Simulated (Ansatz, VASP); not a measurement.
**SiSe in VASP and in Ansatz**

```
CELL_PARAMETERS angstrom
3.57107 0.00000 0.00000
-1.78554 3.09263 0.00000
0.00000 0.00000 3.57458
ATOMIC_POSITIONS crystal
Si 0.66667 0.33333 0.50000
Se 0.00000 0.00000 0.00000
```

Alike in both runs: task single point; functional r2SCAN0; k mesh 5 × 5 × 4; occupations fermi-dirac, width 0.05 eV; no spin polarisation.

|  | VASP | Ansatz |
| --- | --- | --- |
| version | VASP 6.6.1 | Ansatz 0.2.0 |
| potentials or method | VASP PAW PBE potentials, release 64 (Si, Se) | Ansatz PAW |
| plane-wave cutoff (eV) | 520 | 500 |
| valence electrons in the cell | 10 | 20 |

|  | VASP | Ansatz | Ansatz less VASP |
| --- | --- | --- | --- |
| gap on the k mesh at the Fermi level (eV) | none | none | - |
| pressure (GPa) | -1.5 | -1.1 | +0.37 |
| traceless stress, the component that is largest in VASP (GPa) | 0.46 | 0.54 | +0.075 |

VASP's potentials were made for PBE, not for r2SCAN0. A gap of «none» marks a metal or a gap that the smearing closes. With one functional, cell and mesh, what is left measures potentials, basis and numerics. VASP's potentials hold 10 valence electrons a cell and Ansatz's 20, so a difference there can come from the potentials and not from the codes.

The k mesh is coarse, so the values compare programs but aren't converged.
